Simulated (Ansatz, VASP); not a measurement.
## Tl in VASP and in Ansatz

File INCAR:

```
ALGO = Fast
EDIFF = 1E-7
ENCUT = 520
GGA = PS
ISIF = 2
ISMEAR = 0
LASPH = T
LCHARG = F
LREAL = F
LWAVE = F
NBANDS = 12
NELM = 100
PREC = Accurate
SIGMA = 0.15
```

Contents of KPOINTS:

```
k-points
0
Gamma
  20 20 20
```

File POSCAR:

```
Tl
1.0
   -1.9096880730      1.9096880730      2.0051724766
    1.9096880730     -1.9096880730      2.0051724766
    1.9096880730      1.9096880730     -2.0051724766
Tl
1
Direct
    0.0000000000      0.0000000000      0.0000000000
```

Input for Ansatz:

```yaml
crystal:
  lattice:
    - [-1.909688073, 1.909688073, 2.0051724766]
    - [1.909688073, -1.909688073, 2.0051724766]
    - [1.909688073, 1.909688073, -2.0051724766]
  atoms:
    - { symbol: Tl, position: [0.0, 0.0, 0.0] }
basis:
  ecutwfc: 420
kpoints:
  mp_grid: { grid: [20, 20, 20] }
hamiltonian:
  xc: pbesol
scf:
  occupations: { method: gaussian, width: 0.15 }
output:
  forces: true
  stress: true
  eigenvalues: true
```

Alike in both runs: task single point; functional PBEsol; k mesh 20 × 20 × 20; occupations gaussian, width 0.15 eV; no spin polarisation.

```csv
,VASP,Ansatz
version,VASP 6.6.1,Ansatz 0.2.0
potentials or method,"VASP PAW PBE potentials, release 64 (Tl_d), cutoff 520 eV","scalar-relativistic, plane waves, PAW"
valence electrons in the cell,13,13
```

|  | VASP | Ansatz | Ansatz less VASP |
| --- | --- | --- | --- |
| gap on the k mesh at the Fermi level (eV) | none | none | - |
| pressure (GPa) | -0.8 | -0.8 | +0.05 |
| traceless stress, the component that is largest in VASP (GPa) | -0.15 | -0.15 | +0.002 |

VASP's potentials were made for PBE, not for PBEsol. A gap of «none» marks a metal or a gap that the smearing closes.

Neither program's run includes spin-orbit coupling.
